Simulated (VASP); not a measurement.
A run of VASP 6.6.1 is set up as follows.

Contents of INCAR:

```
SYSTEM = MgB
  PREC = Accurate
  ENCUT = 520
  EDIFF = 1E-7
  ISMEAR = -1
  SIGMA = 0.03
  LREAL = .FALSE.
  LASPH = .TRUE.
  NELM = 80
  ALGO = Normal
  ISIF = 2
  LWAVE = .FALSE.
  LCHARG = .TRUE.
  GGA = PE
  LELF = .TRUE.
  LVHAR = .TRUE.
  NBANDS = 10
```

File KPOINTS:

```
Automatic mesh
0
G
  5 5 5
  0 0 0
```

The input POSCAR:

```
MgB
1.0
    2.8951500000      0.0000000000      0.0000000000
    0.0000000000      2.8951500000      0.0000000000
    0.0000000000      0.0000000000      2.8951500000
Mg B
1 1
Direct
    0.0000000000      0.0000000000      0.0000000000
    0.5000000000      0.5000000000      0.5000000000
```

Potentials or basis: VASP PAW PBE potentials, release 64 (Mg, B).

Launch:

```bash
$ cat potpaw_PBE.64/Mg/POTCAR potpaw_PBE.64/B/POTCAR > POTCAR
$ mpirun -np 1 vasp_std > vasp.out
```

(1) Predict the pressure.

Results:

(1) 0.3 GPa.

Caveat: the k points lie up to 0.43 Å⁻¹ apart.
